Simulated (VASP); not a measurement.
# Li3Pb in VASP: single point with LDA

Aim: the single point of Li3Pb with LDA.

Everything below comes from runs of VASP 6.6.1. Logs are shortened: lines on timing, memory, paths and dates and some standing lists are left out, and cuts for length are marked.

### 1 The cell of the first run

The cell holds a slab with vacuum, 12 atoms: a = 4.728 Å, b = 4.728 Å, c = 20.359 Å, α = 90.00°, β = 90.00°, γ = 90.00°.

### 2 Single point, LDA

INCAR

```
PREC = Accurate
ENCUT = 520
EDIFF = 1E-6
ISMEAR = -1
SIGMA = 0.1
LREAL = False
LASPH = True
NELM = 100
ALGO = Normal
ISIF = 2
LWAVE = False
LCHARG = True
LDIPOL = True
IDIPOL = 3
DIPOL = 0.5 0.5 0.500
LELF = True
LVHAR = True
LVACPOTAV = True
NBANDS = 46
```

KPOINTS

```
Automatic mesh
0
Gamma
  4 4 1
```

POSCAR

```
Li3Pb
1.0
    4.7284230458      0.0000000000      0.0000000000
    0.0000000000      4.7284230458      0.0000000000
    0.0000000000      0.0000000000     20.3587500000
Li Pb
9 3
Direct
    0.5000000000      0.5000000000      0.2947135752
    0.0000000000      0.5000000000      0.3768281451
    0.5000000000      0.0000000000      0.3768281451
    0.0000000000      0.0000000000      0.4589427150
    0.5000000000      0.0000000000      0.5410572850
    0.0000000000      0.5000000000      0.5410572850
    0.5000000000      0.5000000000      0.6231718549
    0.0000000000      0.5000000000      0.7052864248
    0.5000000000      0.0000000000      0.7052864248
    0.0000000000      0.0000000000      0.2947135752
    0.5000000000      0.5000000000      0.4589427150
    0.0000000000      0.0000000000      0.6231718549
```

Potentials or basis: VASP PAW LDA potentials, release 64 (Li_sv, Pb_d).

Run with:

```console
$ cat potpaw_LDA.64/Li_sv/POTCAR potpaw_LDA.64/Pb_d/POTCAR > POTCAR
$ mpirun -np 1 vasp_std > vasp.out
```

OUTCAR:

```text
PREC = Accurate
   ENCUT = 520
   EDIFF = 1E-6
   ISMEAR = -1
   LREAL = False
   LASPH = True
   NELM = 100
   ISIF = 2

 ion  position               nearest neighbor table
   1  0.500  0.500  0.295-  11 3.34  10 3.34  10 3.34  10 3.34  10 3.34
   2  0.000  0.500  0.377-  10 2.90  11 2.90  10 2.90  11 2.90
   3  0.500  0.000  0.377-  10 2.90  11 2.90  11 2.90  10 2.90
   4  0.000  0.000  0.459-  10 3.34  11 3.34  11 3.34  11 3.34  11 3.34  12 3.34
   5  0.500  0.000  0.541-  12 2.90  12 2.90  11 2.90  11 2.90
   6  0.000  0.500  0.541-  12 2.90  12 2.90  11 2.90  11 2.90
   7  0.500  0.500  0.623-  12 3.34  12 3.34  12 3.34  12 3.34  11 3.34
   8  0.000  0.500  0.705-  12 2.90  12 2.90
   9  0.500  0.000  0.705-  12 2.90  12 2.90
  10  0.000  0.000  0.295-   2 2.90   3 2.90   2 2.90   3 2.90   4 3.34   1 3.34   1 3.34   1 3.34
                             1 3.34
  11  0.500  0.500  0.459-   2 2.90   3 2.90   3 2.90   2 2.90   5 2.90   5 2.90   6 2.90   6 2.90
                             1 3.34   4 3.34   4 3.34   4 3.34   4 3.34   7 3.34
  12  0.000  0.000  0.623-   5 2.90   6 2.90   8 2.90   9 2.90   6 2.90   8 2.90   5 2.90   9 2.90
                             7 3.34   7 3.34   7 3.34   7 3.34   4 3.34

  LATTYP: Found a simple tetragonal cell.
 ALAT       =     4.7284230458
 C/A-ratio  =     4.3056109411

  Lattice vectors:

 A1 = (   4.7284230458,   0.0000000000,   0.0000000000)
 A2 = (   0.0000000000,   4.7284230458,   0.0000000000)
 A3 = (   0.0000000000,   0.0000000000,  20.3587500000)

Analysis of symmetry for initial positions (statically):
=====================================================================
 Subroutine PRICEL returns:
 Original cell was already a primitive cell.

 Routine SETGRP: Setting up the symmetry group for a
 simple tetragonal supercell.

 Subroutine GETGRP returns: Found  8 space group operations
 (whereof  8 operations were pure point group operations)
 out of a pool of 16 trial point group operations.

The static configuration has the point symmetry C_4v.

Analysis of symmetry for dynamics (positions and initial velocities):
=====================================================================
 Subroutine PRICEL returns:
 Original cell was already a primitive cell.

 Routine SETGRP: Setting up the symmetry group for a
 simple tetragonal supercell.

 Subroutine GETGRP returns: Found  8 space group operations
 (whereof  8 operations were pure point group operations)
 out of a pool of 16 trial point group operations.

The dynamic configuration has the point symmetry C_4v.

 Subroutine INISYM returns: Found  8 space group operations
 (whereof  8 operations are pure point group operations),
 and found     1 'primitive' translations

----------------------------------------------------------------------------------------

                                     Primitive cell

  volume of cell :     455.1806

  direct lattice vectors                    reciprocal lattice vectors
     4.728423046  0.000000000  0.000000000     0.211486999  0.000000000  0.000000000
     0.000000000  4.728423046  0.000000000     0.000000000  0.211486999  0.000000000
     0.000000000  0.000000000 20.358750000     0.000000000  0.000000000  0.049118929

  length of vectors
     4.728423046  4.728423046 20.358750000     0.211486999  0.211486999  0.049118929

  position of ions in fractional coordinates (direct lattice)
     0.500000000  0.500000000  0.294713575
     0.000000000  0.500000000  0.376828145
     0.500000000  0.000000000  0.376828145
     0.000000000  0.000000000  0.458942715
     0.500000000  0.000000000  0.541057285
     0.000000000  0.500000000  0.541057285
     0.500000000  0.500000000  0.623171855
     0.000000000  0.500000000  0.705286425
     0.500000000  0.000000000  0.705286425
     0.000000000  0.000000000  0.294713575
     0.500000000  0.500000000  0.458942715
     0.000000000  0.000000000  0.623171855

  ion indices of the primitive-cell ions
   primitive index   ion index
                 1           1
                 2           2
                 3           3
                 4           4
                 5           5
                 6           6
                 7           7
                 8           8
                 9           9
                10          10
                11          11
                12          12

----------------------------------------------------------------------------------------

 KPOINTS: Automatic mesh

Automatic generation of k-mesh.
 Grid dimensions read from file:
 generate k-points for:    4    4    1

 Generating k-lattice:

  Cartesian coordinates                     Fractional coordinates (reciprocal lattice)
     0.052871750  0.000000000  0.000000000     0.250000000  0.000000000  0.000000000
     0.000000000  0.052871750  0.000000000     0.000000000  0.250000000  0.000000000
     0.000000000  0.000000000  0.049118929     0.000000000  0.000000000  1.000000000

  Length of vectors
     0.052871750  0.052871750  0.049118929

  Shift w.r.t. Gamma in fractional coordinates (k-lattice)
     0.000000000  0.000000000  0.000000000

 Subroutine IBZKPT returns following result:
 ===========================================

 Found      6 irreducible k-points:

 Following reciprocal coordinates:
            Coordinates               Weight
  0.000000  0.000000  0.000000      1.000000
  0.250000  0.000000  0.000000      4.000000
  0.500000  0.000000  0.000000      2.000000
  0.250000  0.250000  0.000000      4.000000
  0.500000  0.250000  0.000000      4.000000
  0.500000  0.500000  0.000000      1.000000
   k-points           NKPTS =      6   k-points in BZ     NKDIM =      6   number of bands    NBANDS=     46
   number of dos      NEDOS =    301   number of ions     NIONS =     12
   total plane-waves  NPLWV = 207360
   dimension x,y,z NGX =    36 NGY =   36 NGZ =  160
   dimension x,y,z NGXF=    72 NGYF=   72 NGZF=  320
   ions per type =               9   3
   NGX,Y,Z   is equivalent  to a cutoff of  12.66, 12.66, 13.07 a.u.
   NGXF,Y,Z  is equivalent  to a cutoff of  25.31, 25.31, 26.13 a.u.
 SYSTEM =  unknown system
   PREC   = accura    normal or accurate (medium, high low for compatibility)
   ISTART =      0    job   : 0-new  1-cont  2-samecut
   ICHARG =      2    charge: 1-file 2-atom 10-const
   ISPIN  =      1    spin polarized calculation?
   LNONCOLLINEAR =      F non collinear calculations
   LSORBIT =      F    spin-orbit coupling
   LASPH  =      T    aspherical Exc in radial PAW
   ENCUT  =  520.0 eV  38.22 Ry    6.18 a.u.   8.79  8.79 37.85*2*pi/ulx,y,z
   NELM   =    100;   NELMIN=  2; NELMDL= -5     # of ELM steps
   EDIFF  = 0.1E-05   stopping-criterion for ELM
   LREAL  =      F    real-space projection
   EDIFFG = 0.1E-04   stopping-criterion for IOM
   NSW    =      0    number of steps for IOM
   IBRION =     -1    ionic relax: 0-MD 1-quasi-New 2-CG
   NFREE  =      0    steps in history (QN), initial steepest desc. (CG)
   ISIF   =      2    stress and relaxation
   ISYM   =      2    0-nonsym 1-usesym 2-fastsym
   POTIM  = 0.5000    time-step for ionic-motion
   TEBEG  =    0.0;   TEEND  =   0.0 temperature during run
   PSTRESS=    0.0 pullay stress
   NELECT =      69.0000    total number of electrons
   NUPDOWN=      -1.0000    fix difference up-down
   EMIN   =  10.00;   EMAX   =-10.00  energy-range for DOS
   EFERMI =   0.00;   METHOD = LEGACY
   ISMEAR =    -1;   SIGMA  =   0.10  broadening in eV -4-tet -1-fermi 0-gaus
   EFERMI_NEDOS =   21; number of points for ismear=-14 and -15
   IALGO  =     38    algorithm
   IMIX   =      4    mixing-type and parameters
     AMIX     =   0.40;   BMIX     =  1.00
     AMIX_MAG =   1.60;   BMIX_MAG =  1.00
  volume/ion in A,a.u.               =      37.93       255.98
  Fermi-wavevector in a.u.,A,eV,Ry     =   0.872898  1.649537 10.366961  0.761950
  Thomas-Fermi vector in A             =   1.992212
   LORBIT       =      0    0 simple, 1 ext, 2 COOP (PROOUT), +10 PAW based schemes
   GGA     = CA    functional components
   LHFCALC =     F    Hartree Fock is set to
   AEXX    =    0.0000 exact exchange contribution
   IVDW    =     0    specifies the selected vdW correction
   LEPSILON=     F    determine dielectric tensor
   LRPA    =     F    only Hartree local field effects (RPA)
 non-spin polarized calculation
  energy-cutoff  :      520.00
  volume of cell :      455.18
 maximum number of plane-waves:     12296
 NGX is ok and might be reduce to    36
   NGX = 17   NGY = 17   NGZ = 75

 number of electron      68.9999915 magnetization

 dipolmoment           0.000000      0.000000     -0.168885 electrons x Angstroem

 Free energy of the ion-electron system (eV)
  ---------------------------------------------------
  ext. energy  EPLUGINS =         0.00000000
  ---------------------------------------------------
  free energy    TOTEN  =       -33.52032108 eV

  energy without entropy =      -33.33589434  energy(sigma->0) =      -33.42810771

 E-fermi :   0.0355     XC(G=0):  -5.3277

 val. band max:        0.0284836908   @ k =   0.5000   0.2500   0.0000
 cond. band min:       0.0421015909   @ k =   0.2500   0.0000   0.0000
 fundamental gap:      0.0136179000
 Fermi energy:         0.0355394302

 k-point     1 :       0.0000    0.0000    0.0000
  band No.  band energies     occupation
      1     -46.1653      2.00000
      2     -46.1604      2.00000
      3     -45.8286      2.00000
      4     -45.8124      2.00000
      5     -45.5537      2.00000
      6     -45.2904      2.00000
[... 38 lines left out ...]
     45       3.5702      0.00000
     46       3.8754      0.00000

 k-point     2 :       0.2500    0.0000    0.0000
  band No.  band energies     occupation
      1     -46.1646      2.00000
      2     -46.1611      2.00000
      3     -45.8286      2.00000
      4     -45.8124      2.00000
      5     -45.5536      2.00000
      6     -45.2898      2.00000
[... 38 lines left out ...]
     45       3.9724      0.00000
     46       4.1017      0.00000

 k-point     3 :       0.5000    0.0000    0.0000
  band No.  band energies     occupation
      1     -46.1629      2.00000
      2     -46.1628      2.00000
      3     -45.8285      2.00000
      4     -45.8124      2.00000
      5     -45.5535      2.00000
      6     -45.2881      2.00000
[... 38 lines left out ...]
     45       3.6841      0.00000
     46       3.8362      0.00000

 k-point     4 :       0.2500    0.2500    0.0000
  band No.  band energies     occupation
      1     -46.1641      2.00000
      2     -46.1616      2.00000
      3     -45.8285      2.00000
      4     -45.8124      2.00000
      5     -45.5535      2.00000
      6     -45.2893      2.00000
[... 38 lines left out ...]
     45       4.2842      0.00000
     46       4.4422      0.00000

 k-point     5 :       0.5000    0.2500    0.0000
  band No.  band energies     occupation
      1     -46.1628      2.00000
      2     -46.1628      2.00000
      3     -45.8285      2.00000
      4     -45.8125      2.00000
      5     -45.5534      2.00000
      6     -45.2882      2.00000
[... 38 lines left out ...]
     45       4.4311      0.00000
     46       4.6733      0.00000

 k-point     6 :       0.5000    0.5000    0.0000
  band No.  band energies     occupation
      1     -46.1628      2.00000
      2     -46.1628      2.00000
      3     -45.8285      2.00000
      4     -45.8125      2.00000
      5     -45.5533      2.00000
      6     -45.2882      2.00000
[... 38 lines left out ...]
     45       4.1853      0.00000
     46       4.6199      0.00000

------------------------ aborting loop because EDIFF is reached ----------------------------------------

  FORCE on cell =-STRESS in cart. coord.  units (eV):
  Direction    XX          YY          ZZ          XY          YZ          ZX
  --------------------------------------------------------------------------------------
  -------------------------------------------------------------------------------------
  Total       -5.0520195     -5.0520195     -2.1176251      0.0000000      0.0000000      0.0000000
  in kB      -17.7824600    -17.7824600     -7.4537684      0.0000000      0.0000000      0.0000000
  external PRESSURE =     -14.3395628 kB  Pullay stress =       0.0000000 kB

 VOLUME and BASIS-vectors are now :
 -----------------------------------------------------------------------------
  energy-cutoff  :      520.00
  volume of cell :      455.18
      direct lattice vectors                 reciprocal lattice vectors
     4.728423046  0.000000000  0.000000000     0.211486999  0.000000000  0.000000000
     0.000000000  4.728423046  0.000000000     0.000000000  0.211486999  0.000000000
     0.000000000  0.000000000 20.358750000     0.000000000  0.000000000  0.049118929

 POSITION                                       TOTAL-FORCE (eV/Angst)
 -----------------------------------------------------------------------------------
      2.36421      2.36421      6.00000         0.000000     -0.000000     -0.157212
      0.00000      2.36421      7.67175         0.000000     -0.000000      0.034836
      2.36421      0.00000      7.67175         0.000000     -0.000000      0.034836
      0.00000      0.00000      9.34350         0.000000     -0.000000     -0.039885
      2.36421      0.00000     11.01525         0.000000     -0.000000      0.020820
      0.00000      2.36421     11.01525         0.000000     -0.000000      0.020820
      2.36421      2.36421     12.68700         0.000000     -0.000000     -0.307365
      0.00000      2.36421     14.35875         0.000000     -0.000000     -0.144538
      2.36421      0.00000     14.35875         0.000000     -0.000000     -0.144538
      0.00000      0.00000      6.00000         0.000000     -0.000000      0.404153
      2.36421      2.36421      9.34350         0.000000      0.000000     -0.139574
      0.00000      0.00000     12.68700        -0.000000     -0.000000      0.417650
 -----------------------------------------------------------------------------------
    total drift:                                0.000000      0.000000     -0.001036

  FREE ENERGIE OF THE ION-ELECTRON SYSTEM (eV)
  ---------------------------------------------------
  free  energy   TOTEN  =       -33.5203210844 eV

  energy  without entropy=      -33.3358943353  energy(sigma->0) =      -33.42810771

 vacuum level on the upper side and lower side of the slab         3.002         4.375
```

It took 3.4 min on 1 thread of Intel Xeon Platinum 8259CL at 2.50GHz (Skylake/Cascade Lake), shared host; peak memory 0.4 GiB.

What came out:

| Item | Value |
| --- | --- |
| Free energy | -33.5203 eV |
| Largest force | 0.418 eV/Å |
| Band gap on the k mesh | zero (an odd number of electrons rules out a gap without spin polarisation) |

Forces in eV/Å, atoms in the order of the input:
```
Li   0.000  0.000 -0.157
Li   0.000  0.000  0.035
Li   0.000  0.000  0.035
Li   0.000  0.000 -0.040
Li   0.000  0.000  0.021
Li   0.000  0.000  0.021
Li   0.000  0.000 -0.307
Li   0.000  0.000 -0.145
Li   0.000  0.000 -0.145
Pb   0.000  0.000  0.404
Pb   0.000  0.000 -0.140
Pb   0.000  0.000  0.418
```

Caveat: the cutoff is under 1.25 times the usual one of these potentials, so pressure, stress and relaxed cells hold a basis-set (Pulay) error; spin-orbit coupling is left out, which moves the levels of the heavy elements.
